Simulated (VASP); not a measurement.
Wanted: the native input for a VASP 6.6.1 run.

```
Task                   : relaxation of cell and atoms
Functional             : PBE
Potentials or basis    : VASP PAW PBE potentials, release 64 (Zr_sv, Ga_d, Ag)
Cutoff                 : 600 eV
k mesh                 : 4 × 4 × 4
Occupations            : gaussian, width 0.1 eV
Spin                   : no spin polarisation
Dipole correction      : no
Further INCAR settings : ALGO = Normal; EDIFF = 1e-06; IBRION = 2; EDIFFG = -0.04; NSW = 90; ISIF = 3
```

The structure of ZrGa3Ag lies in POSCAR:

```
ZrGa3Ag
1.0
    4.4644276700      0.0000000000      0.0000000000
    0.0000000000      4.4644276700      0.0000000000
    0.0000000000      0.0000000000      4.4644276700
Zr Ga Ag
1 3 1
Direct
    0.5000000000      0.5000000000      0.5000000000
    0.5000000000      0.0000000000      0.0000000000
    0.0000000000      0.5000000000      0.0000000000
    0.0000000000      0.0000000000      0.5000000000
    0.0000000000      0.0000000000      0.0000000000
```

The cell was generated, and may not be a known phase.

The input as run:

INCAR

```
SYSTEM = ZrGa3Ag
ALGO = Normal
EDIFF = 1E-6
EDIFFG = -0.04
ENCUT = 600
GGA = PE
IBRION = 2
ISIF = 3
ISMEAR = 0
LASPH = .True.
LCHARG = .False.
LREAL = .False.
LWAVE = .False.
NELM = 60
NSW = 90
PREC = Accurate
SIGMA = 0.1
```

KPOINTS

```
k-points
0
Gamma
  4 4 4
  0 0 0
```

Potentials or basis: VASP PAW PBE potentials, release 64 (Zr_sv, Ga_d, Ag).

The run is started by

```sh
$ cat potpaw_PBE.64/Zr_sv/POTCAR potpaw_PBE.64/Ga_d/POTCAR potpaw_PBE.64/Ag/POTCAR > POTCAR
$ mpirun -np 1 vasp_std > vasp.out
```

Results of the run:

```yaml
Relaxed_volume: 22.52 Å³/atom
Relaxed_cell: a = 4.829 Å, b = 4.829 Å, c = 4.829 Å, α = 90.00°, β = 90.00°, γ = 90.00°
Space_group_after_relaxing_to_0.1_Å: Pm-3m (No. 221)
Energy_gained_by_relaxing: 296.8 meV/atom
Ionic_steps: 3
Pressure_after_relaxing: 0.0 GPa
Band_gap_on_the_k_mesh: zero (bands 31 and 32 overlap by 0.56 eV)
```

Caveat: the volume moved by over 15 % at a fixed basis, so the end points are rough.

Run time: 110 s on 1 thread of AMD EPYC 7R13 Processor (Zen 3), with other jobs on the host, peak memory 0.21 GiB.
